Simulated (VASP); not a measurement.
# MgS (Niningerite) (I4/mmm) in VASP: a series of runs

MgS (Niningerite) is run at these levels: HSE06; tasks: single point.

All numbers are computed with VASP 6.6.1; they aren't measurements. Logs are shortened: lines on timing, memory, paths and dates and some standing lists are left out, and cuts for length are marked.

### Step 1. The cell of the first run

Symmetry: I4/mmm, No. 139, tetragonal system. Conventional cell: a = 3.679 Å, b = 3.679 Å, c = 5.058 Å, α = 90.00°, β = 90.00°, γ = 90.00°. Mg (site symmetry 4/mmm) has 6 S at 2.53 to 2.60 Å within 3.3 Å. S (site symmetry 4/mmm) has 6 Mg at 2.53 to 2.60 Å within 3.3 Å.

### Step 2. Single point, HSE06 (uniaxial z strain -2.8%)

Input file POSCAR:

```
MgS
1.0
    0.0000000000      2.6015177400      2.5291955469
    2.6015177400      0.0000000000      2.5291955469
    2.6015177400      2.6015177400      0.0000000000
Mg S
1 1
Direct
    0.0000000000      0.0000000000      0.0000000000
    0.5000000000      0.5000000000      0.5000000000
```

Input file INCAR.step1:

```
PREC     = Accurate       # precision mode
ENCUT    = 520            # plane-wave cutoff, eV
EDIFF    = 1E-5           # SCF threshold, eV
ISMEAR   = 0              # smearing method
SIGMA    = 0.01           # smearing width, eV
LREAL    = False          # projectors in reciprocal space
LASPH    = True           # aspherical terms in the spheres
NELM     = 80             # most SCF steps
ALGO     = Normal         # electronic algorithm
ISIF     = 2              # what is computed and relaxed
LWAVE    = True           # write WAVECAR
LCHARG   = False          # write CHGCAR
NBANDS   = 11             # bands
GGA      = PE             # functional
```

Input file INCAR.step2:

```
PREC     = Accurate       # precision mode
ENCUT    = 520            # plane-wave cutoff, eV
EDIFF    = 1E-6           # SCF threshold, eV
ISMEAR   = 0              # smearing method
SIGMA    = 0.01           # smearing width, eV
LREAL    = False          # projectors in reciprocal space
LASPH    = True           # aspherical terms in the spheres
NELM     = 80             # most SCF steps
ALGO     = Normal         # electronic algorithm
ISIF     = 2              # what is computed and relaxed
LWAVE    = False          # write WAVECAR
LCHARG   = False          # write CHGCAR
GGA      = PE             # functional
LHFCALC  = True           # exact exchange
HFSCREEN = 0.2079         # screening, 1/A
PRECFOCK = Normal       
NBANDS   = 11             # bands
ISTART   = 1
```

Input file KPOINTS:

```
regular mesh
0
Gamma
  6 6 6
```

Potentials or basis: VASP PAW PBE potentials, release 64 (Mg, S).

On the command line:

```console
$ cat potpaw_PBE.64/Mg/POTCAR potpaw_PBE.64/S/POTCAR > POTCAR
$ cp INCAR.step1 INCAR
$ mpirun -np 1 vasp_std > vasp.out
$ cp INCAR.step2 INCAR
$ mpirun -np 1 vasp_std > vasp.out
```

OUTCAR:

```text
PREC = Accurate
   ENCUT = 520
   EDIFF = 1E-6
   ISMEAR = 0
   LREAL = False
   LASPH = True
   NELM = 80
   ISIF = 2
   GGA = PE
   LHFCALC = True
   HFSCREEN = 0.2079
   PRECFOCK = Normal
   ISTART = 1

 ion  position               nearest neighbor table
   1  0.000  0.000  0.000-   2 2.53   2 2.53   2 2.60   2 2.60   2 2.60   2 2.60
   2  0.500  0.500  0.500-   1 2.53   1 2.53   1 2.60   1 2.60   1 2.60   1 2.60

  LATTYP: Found a body centered tetragonal cell.
 ALAT       =     3.6791016707
 C/A-ratio  =     1.3748984254

  Lattice vectors:

 A1 = (   0.0000000000,  -2.6015177400,  -2.5291955469)
 A2 = (   0.0000000000,   2.6015177400,  -2.5291955469)
 A3 = (   2.6015177400,   0.0000000000,   2.5291955469)

Analysis of symmetry for initial positions (statically):
=====================================================================
 Subroutine PRICEL returns:
 Original cell was already a primitive cell.

 Routine SETGRP: Setting up the symmetry group for a
 body centered tetragonal supercell.

 Subroutine GETGRP returns: Found 16 space group operations
 (whereof 16 operations were pure point group operations)
 out of a pool of 16 trial point group operations.

The static configuration has the point symmetry D_4h.

Analysis of symmetry for dynamics (positions and initial velocities):
=====================================================================
 Subroutine PRICEL returns:
 Original cell was already a primitive cell.

 Routine SETGRP: Setting up the symmetry group for a
 body centered tetragonal supercell.

 Subroutine GETGRP returns: Found 16 space group operations
 (whereof 16 operations were pure point group operations)
 out of a pool of 16 trial point group operations.

The dynamic configuration has the point symmetry D_4h.

 Subroutine INISYM returns: Found 16 space group operations
 (whereof 16 operations are pure point group operations),
 and found     1 'primitive' translations

----------------------------------------------------------------------------------------

                                     Primitive cell

  volume of cell :      34.2347

  direct lattice vectors                    reciprocal lattice vectors
     0.000000000  2.601517740  2.529195547    -0.192195499  0.192195499  0.197691318
     2.601517740  0.000000000  2.529195547     0.192195499 -0.192195499  0.197691318
     2.601517740  2.601517740  0.000000000     0.192195499  0.192195499 -0.197691318

[... 93 lines left out ...]
   PSTRESS=    0.0 pullay stress
   NELECT =       8.0000    total number of electrons
   NUPDOWN=      -1.0000    fix difference up-down
   EMIN   =  10.00;   EMAX   =-10.00  energy-range for DOS
   EFERMI =   0.00;   METHOD = LEGACY
   ISMEAR =     0;   SIGMA  =   0.01  broadening in eV -4-tet -1-fermi 0-gaus
   EFERMI_NEDOS =   21; number of points for ismear=-14 and -15
   IALGO  =     38    algorithm
   IMIX   =      1    mixing-type and parameters
     AMIX     =   0.40;   BMIX     =  1.00
     AMIX_MAG =   1.60;   BMIX_MAG =  1.00
  volume/ion in A,a.u.               =      17.12       115.51
  Fermi-wavevector in a.u.,A,eV,Ry     =   1.008361  1.905527 13.834302  1.016792
  Thomas-Fermi vector in A             =   2.141223
   LORBIT       =      0    0 simple, 1 ext, 2 COOP (PROOUT), +10 PAW based schemes
   GGA     = PE    functional components
   LHFCALC =     T    Hartree Fock is set to
   PRECFOCK=normal    Normal, Fast or Accurate (Low or Medium for compatibility)
   ENCUT4O =  -1.0   cutoff for four orbital integrals eV
   NKREDX  =     1    reduce k-point grid by
   NKREDY  =     1    reduce k-point grid by
   NKREDZ  =     1    reduce k-point grid by
   AEXX    =    0.2500 exact exchange contribution
   HFSCREEN=    0.2079 screening length (either q_TF or 0.3 A-1)
   HFSCREENC=   0.2079 screening length for correlation (either q_TF or 0.3 A-1)
   ENCUTFOCK=  -1.0 apply spherical cutoff to Coloumb kernel
   IVDW    =     0    specifies the selected vdW correction
   LEPSILON=     F    determine dielectric tensor
   LRPA    =     F    only Hartree local field effects (RPA)
 non-spin polarized calculation
 Gauss-broadening in eV      SIGMA  =   0.01
  energy-cutoff  :      520.00
  volume of cell :       34.23
 maximum number of plane-waves:       938
  NGX = 24; NGY = 24; NGZ = 24

 number of electron       7.9999999 magnetization

 Free energy of the ion-electron system (eV)
  ---------------------------------------------------
  ext. energy  EPLUGINS =         0.00000000
  ---------------------------------------------------
  free energy    TOTEN  =        -9.87715590 eV

  energy without entropy =       -9.87715590  energy(sigma->0) =       -9.87715590

 E-fermi :   3.4414     XC(G=0):  -8.1405

 val. band max:        3.3644203817   @ k =   0.0000   0.0000   0.0000
 cond. band min:       7.0392163167   @ k =   0.5000   0.5000   0.0000
 fundamental gap:      3.6747959350
 Fermi energy:         3.4413670112

 k-point     1 :       0.0000    0.0000    0.0000
  band No.  band energies     occupation
      1     -10.8239      2.00000
      2       3.2197      2.00000
      3       3.3644      2.00000
      4       3.3644      2.00000
      5       8.3564      0.00000
      6      12.3118      0.00000
      7      12.3118      0.00000
      8      12.6174      0.00000
      9      14.8320      0.00000
     10      15.2548      0.00000
     11      17.1363      0.00000
[... 309 lines left out ...]
 k-point    24 :       0.5000    0.0000    0.3333
  band No.  band energies     occupation
      1      -9.0353      2.00000
      2      -1.0953      2.00000
      3       0.7029      2.00000
      4       1.7155      2.00000
      5       8.1300      0.00000
      6      10.0271      0.00000
      7      14.7877      0.00000
      8      15.2031      0.00000
      9      17.9956      0.00000
     10      19.7353      0.00000
     11      21.2209      0.00000

 [... further k-points ...]
[... 5 lines left out ...]
  --------------------------------------------------------------------------------------
  -------------------------------------------------------------------------------------
  Total        0.1251509      0.1251509      0.8809331      0.0000000      0.0000000      0.0000000
  in kB        5.8570434      5.8570434     41.2275477      0.0000000      0.0000000      0.0000000
  external PRESSURE =      17.6472115 kB  Pullay stress =       0.0000000 kB

 VOLUME and BASIS-vectors are now :
 -----------------------------------------------------------------------------
  energy-cutoff  :      520.00
  volume of cell :       34.23
      direct lattice vectors                 reciprocal lattice vectors
     0.000000000  2.601517740  2.529195547    -0.192195499  0.192195499  0.197691318
     2.601517740  0.000000000  2.529195547     0.192195499 -0.192195499  0.197691318
     2.601517740  2.601517740  0.000000000     0.192195499  0.192195499 -0.197691318

 POSITION                                       TOTAL-FORCE (eV/Angst)
 -----------------------------------------------------------------------------------
      0.00000      0.00000      0.00000         0.000000      0.000000     -0.000000
      2.60152      2.60152      2.52920        -0.000000      0.000000      0.000000
 -----------------------------------------------------------------------------------
    total drift:                                0.000359      0.000038      0.000416

  FREE ENERGIE OF THE ION-ELECTRON SYSTEM (eV)
  ---------------------------------------------------
  free  energy   TOTEN  =        -9.8771559004 eV

  energy  without entropy=       -9.8771559004  energy(sigma->0) =       -9.87715590
```

OUTCAR.step1:

```text
PREC = Accurate
   ENCUT = 520
   EDIFF = 1E-5
   ISMEAR = 0
   LREAL = False
[... 559 lines left out ...]
      0.00000      0.00000      0.00000        -0.000000      0.000000      0.000000
      2.60152      2.60152      2.52920         0.000000     -0.000000     -0.000000
 -----------------------------------------------------------------------------------
    total drift:                                0.000000      0.000000      0.000000

  FREE ENERGIE OF THE ION-ELECTRON SYSTEM (eV)
  ---------------------------------------------------
  free  energy   TOTEN  =        -8.4793547999 eV

  energy  without entropy=       -8.4793547999  energy(sigma->0) =       -8.47935480
```

Run time: 21 min. Hardware: 1 thread of Intel Xeon Platinum 8375C at 2.90GHz (Ice Lake), shared host; peak memory 0.28 GiB.

What came out:

```
Free energy            : -9.8772 eV
Pressure               : 1.8 GPa
Band gap on the k mesh : 3.67 eV, indirect (least direct gap 4.99 eV)
```

Caveat: the cell differs from its parent crystal (uniaxial z strain -2.8%); the PAW data sets were made with another functional, which shifts forces and pressure a little.

### Step 3. Single point, HSE06 (uniaxial x strain +5.7%)

Input file POSCAR:

```
MgS
1.0
    0.0000000000      2.6015177400      2.6015177400
    2.7505847066      0.0000000000      2.6015177400
    2.7505847066      2.6015177400      0.0000000000
Mg S
1 1
Direct
    0.0000000000      0.0000000000      0.0000000000
    0.5000000000      0.5000000000      0.5000000000
```

Input file INCAR.step1:

```
SYSTEM = MgS
PREC = Accurate
ENCUT = 520
EDIFF = 1E-5
ISMEAR = 0
SIGMA = 0.01
LREAL = .False.
LASPH = .True.
NELM = 60
ALGO = Normal
ISIF = 2
LWAVE = .True.
LCHARG = .False.
NBANDS = 11
GGA = PE
```

Input file INCAR.step2:

```
SYSTEM = MgS
PREC = Accurate
ENCUT = 520
EDIFF = 1E-6
ISMEAR = 0
SIGMA = 0.01
LREAL = .False.
LASPH = .True.
NELM = 60
ALGO = Normal
ISIF = 2
LWAVE = .False.
LCHARG = .False.
GGA = PE
LHFCALC = .True.
HFSCREEN = 0.2079
PRECFOCK = Normal
NBANDS = 11
ISTART = 1
```

Input file KPOINTS:

```
Automatic mesh
0
Gamma
  6 6 6
  0 0 0
```

Potentials or basis: VASP PAW PBE potentials, release 64 (Mg, S).

On the command line:

```console
$ cat potpaw_PBE.64/Mg/POTCAR potpaw_PBE.64/S/POTCAR > POTCAR
$ cp INCAR.step1 INCAR
$ mpirun -np 1 vasp_std > vasp.out
$ cp INCAR.step2 INCAR
$ mpirun -np 1 vasp_std > vasp.out
```

OUTCAR:

```text
SYSTEM = MgS
   PREC = Accurate
   ENCUT = 520
   EDIFF = 1E-6
   ISMEAR = 0
   LREAL = .False.
   LASPH = .True.
   NELM = 60
   ISIF = 2
   GGA = PE
   LHFCALC = .True.
   HFSCREEN = 0.2079
   PRECFOCK = Normal
   ISTART = 1

 ion  position               nearest neighbor table
   1  0.000  0.000  0.000-   2 2.60   2 2.60   2 2.60   2 2.60   2 2.75   2 2.75
   2  0.500  0.500  0.500-   1 2.60   1 2.60   1 2.60   1 2.60   1 2.75   1 2.75

  LATTYP: Found a body centered tetragonal cell.
[... 537 lines left out ...]

  FORCE on cell =-STRESS in cart. coord.  units (eV):
  Direction    XX          YY          ZZ          XY          YZ          ZX
  --------------------------------------------------------------------------------------
  -------------------------------------------------------------------------------------
  Total       -1.5371538     -0.6838847     -0.6838847      0.0000000      0.0000000      0.0000000
  in kB      -66.1483957    -29.4296336    -29.4296336      0.0000000      0.0000000      0.0000000
  external PRESSURE =     -41.6692210 kB  Pullay stress =       0.0000000 kB

 VOLUME and BASIS-vectors are now :
 -----------------------------------------------------------------------------
  energy-cutoff  :      520.00
  volume of cell :       37.23
      direct lattice vectors                 reciprocal lattice vectors
     0.000000000  2.601517740  2.601517740    -0.181779532  0.192195499  0.192195499
     2.750584707  0.000000000  2.601517740     0.181779532 -0.192195499  0.192195499
     2.750584707  2.601517740  0.000000000     0.181779532  0.192195499 -0.192195499

 POSITION                                       TOTAL-FORCE (eV/Angst)
 -----------------------------------------------------------------------------------
      0.00000      0.00000      0.00000         0.000000      0.000000      0.000000
      2.75058      2.60152      2.60152         0.000000      0.000000      0.000000
 -----------------------------------------------------------------------------------
    total drift:                                0.000000      0.000000     -0.000000

  FREE ENERGIE OF THE ION-ELECTRON SYSTEM (eV)
  ---------------------------------------------------
  free  energy   TOTEN  =        -9.8365607853 eV

  energy  without entropy=       -9.8365607853  energy(sigma->0) =       -9.83656079
```

OUTCAR.step1:

```text
SYSTEM = MgS
   PREC = Accurate
   ENCUT = 520
   EDIFF = 1E-5
   ISMEAR = 0
   LREAL = .False.
   LASPH = .True.
[... 558 lines left out ...]
      0.00000      0.00000      0.00000         0.000000      0.000000     -0.000000
      2.75058      2.60152      2.60152         0.000000     -0.000000      0.000000
 -----------------------------------------------------------------------------------
    total drift:                                0.000000      0.000000      0.000000

  FREE ENERGIE OF THE ION-ELECTRON SYSTEM (eV)
  ---------------------------------------------------
  free  energy   TOTEN  =        -8.4680792754 eV

  energy  without entropy=       -8.4680792754  energy(sigma->0) =       -8.46807928
```

OSZICAR.step1:

```text
N       E                     dE             d eps       ncg     rms          rms(c)
DAV:   1     0.222195209527E+02    0.22220E+02   -0.35590E+03   692   0.594E+02
DAV:   2    -0.748861123374E+01   -0.29708E+02   -0.28160E+02   866   0.101E+02
DAV:   3    -0.889445752321E+01   -0.14058E+01   -0.14031E+01   806   0.233E+01
DAV:   4    -0.890383177563E+01   -0.93743E-02   -0.93727E-02   808   0.230E+00
DAV:   5    -0.890391563385E+01   -0.83858E-04   -0.83857E-04   800   0.207E-01    0.421E+00
DAV:   6    -0.851054796573E+01    0.39337E+00   -0.88031E-01   738   0.361E+00    0.325E+00
DAV:   7    -0.846875330857E+01    0.41795E-01   -0.22249E-01   798   0.201E+00    0.222E+00
DAV:   8    -0.846846829920E+01    0.28501E-03   -0.17091E-02   705   0.791E-01    0.105E+00
DAV:   9    -0.846806550597E+01    0.40279E-03   -0.10644E-03   762   0.184E-01    0.368E-01
DAV:  10    -0.846808191584E+01   -0.16410E-04   -0.27809E-04   759   0.766E-02    0.403E-02
DAV:  11    -0.846807927542E+01    0.26404E-05   -0.19945E-05   702   0.198E-02
   1 F= -.84680793E+01 E0= -.84680793E+01  d E =-.441625E-82
```

Run time: 18 min. Hardware: 1 thread of Intel Xeon Platinum 8375C at 2.90GHz (Ice Lake), shared host; peak memory 0.28 GiB.

What came out:

```yaml
Free_energy: -9.8366 eV
Pressure: -4.2 GPa
Band_gap_on_the_k_mesh: 3.40 eV, indirect (least direct gap 4.19 eV)
```

Stress tensor (GPa, compression positive):
```
-6.61  0.00  0.00
 0.00 -2.94  0.00
 0.00  0.00 -2.94
```

Levels at points of the mesh, in eV from the valence-band top:
```tsv
k point	band 1	band 2	band 3	band 4	band 5	band 6	band 7	band 8	band 9
(0.00, 0.00, 0.00)	-13.80	-0.24	-0.24	0.00	4.19	8.61	9.18	9.18	11.03
(0.50, 0.00, 0.00)	-12.51	-5.12	-0.82	-0.66	5.27	7.60	8.12	10.83	13.03
(0.50, 0.50, 0.00)	-12.07	-4.43	-2.20	-1.68	3.40	5.29	12.97	13.31	13.97
(0.00, 0.50, 0.50)	-12.29	-4.46	-1.70	-1.70	3.69	5.48	12.40	13.94	14.44
```

Caveat: the cell differs from its parent crystal (uniaxial x strain +5.7%); the PAW data sets were made with another functional, which shifts forces and pressure a little.
